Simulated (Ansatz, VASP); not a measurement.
## KF: VASP beside Ansatz

```xyz
2
Lattice="3.2754 0.0000 0.0000 0.0000 3.2754 0.0000 0.0000 0.0000 3.2264" Properties=species:S:1:pos:R:3 pbc="T T T"
K     0.0000    0.0000    0.0000
F     1.6377    1.6377    1.6132
```

Change from the starting cell: z stretched by -1 % at fixed volume, PAW files.

Alike in both runs: task electric field gradients; functional LDA; k mesh 9 × 9 × 9; occupations fermi-dirac, width 0.02 eV; no spin polarisation.

|  | VASP | Ansatz |
| --- | --- | --- |
| version | VASP 6.6.1 | Ansatz 0.2.0 |
| potentials or method | VASP PAW LDA potentials, release 64 (K_sv, F) | PAW with Ansatz's default frozen-core files, scalar-relativistic |
| plane-wave cutoff (eV) | 520 | 420 |
| valence electrons in the cell | 16 | 16 |

VASP gave:

| Property | Result |
| --- | --- |
| gap on the k mesh at the Fermi level (eV) | 5.89 |
| pressure (GPa) | -5.7 |
| traceless stress, the component that is largest in VASP (GPa) | 0.83 |
| size of Vzz on the site where it differs most (V/Å²) | 2.9 |

Task: What did Ansatz give for the same quantities?

Result: gap on the k mesh at the Fermi level (eV): 5.90; pressure (GPa): -5.8; traceless stress, the component that is largest in VASP (GPa): 0.83; size of Vzz on the site where it differs most (V/Å²): 2.8.

LDA's correlation is that of Perdew and Zunger in VASP and of Perdew and Wang (1992) in Ansatz.
